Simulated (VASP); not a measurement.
Input of a VASP 6.6.1 run:

INCAR

```
SYSTEM = AgI
  ALGO = Normal
  EDIFF = 1E-6
  ENCUT = 500
  GGA = PS
  GGA_COMPAT = .False.
  ISIF = 2
  ISMEAR = 0
  LASPH = .True.
  LCHARG = .True.
  LELF = .True.
  LREAL = .False.
  LVHAR = .True.
  LWAVE = .False.
  NBANDS = 16
  NELM = 120
  PREC = Accurate
  SIGMA = 0.01
```

Contents of KPOINTS:

```
k-points
0
Gamma
  6 6 6
  0 0 0
```

POSCAR

```
AgI
1.0
    3.0783711463      3.0783711463      0.0000000000
   -3.0783711463      3.0783711463      0.0000000000
    0.0000000000      3.0783711463      3.0783711463
Ag I
1 1
Direct
    0.0000000000      0.0000000000      0.0000000000
    0.7500000000      0.2500000000      0.5000000000
```

Potentials or basis: VASP PAW PBE potentials, release 64 (Ag, I).

Command:

```console
$ cat potpaw_PBE.64/Ag/POTCAR potpaw_PBE.64/I/POTCAR > POTCAR
$ mpirun -np 1 vasp_std > vasp.out
```

Task: What does it give for the pressure?

Result: 6.9 GPa.

Task: Estimate the band gap on the k mesh.

Result: 1.20 eV, direct.

Caveat: the PAW data sets were made with another functional, which shifts forces and pressure a little; spin-orbit coupling is left out, which moves the levels of the heavy elements. As with any semilocal functional, this PBEsol gap is likely too small.
